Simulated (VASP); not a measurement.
Li2S: single point with PBEsol

Li2S:

```
CELL_PARAMETERS angstrom
0.00000 2.82731 2.82731
2.82731 0.00000 2.82731
2.82731 2.82731 0.00000
ATOMIC_POSITIONS crystal
Li 0.25000 0.25000 0.25000
Li 0.75000 0.75000 0.75000
S 0.00000 0.00000 0.00000
```

```json
{
  "Program": "VASP 6.6.1",
  "Task": "single point",
  "Functional": "PBEsol",
  "Potentials or basis": "VASP PAW PBE potentials, release 64 (Li_sv, S)",
  "Cutoff": "750 eV",
  "k mesh": "12 × 12 × 12",
  "Occupations": "fermi-dirac, width 0.05 eV",
  "Spin": "no spin polarisation"
}
```

```json
{"Pressure": "0.0 GPa", "Band gap on the k mesh": "3.20 eV (least direct gap 4.22 eV)"}
```

Levels at points of the mesh, in eV from the valence-band top:
| k point | band 4 | band 5 | band 6 | band 7 | band 8 | band 9 |
| --- | --- | --- | --- | --- | --- | --- |
| (0.00, 0.00, 0.00) | 0.00 | 0.00 | 0.00 | 4.22 | 6.16 | 6.16 |
| (0.50, 0.00, 0.00) | -3.00 | -0.53 | -0.53 | 6.11 | 6.49 | 6.49 |
| (0.50, 0.50, 0.00) | -2.24 | -1.49 | -1.49 | 3.20 | 7.08 | 11.13 |

It took 44 s on 1 thread of Oxide Virtual Turin-like Processor (shared host), peak memory 0.2 GiB.

Caveat: the PAW data sets were made with another functional, which shifts forces and pressure a little. A k mesh can miss the band edges.
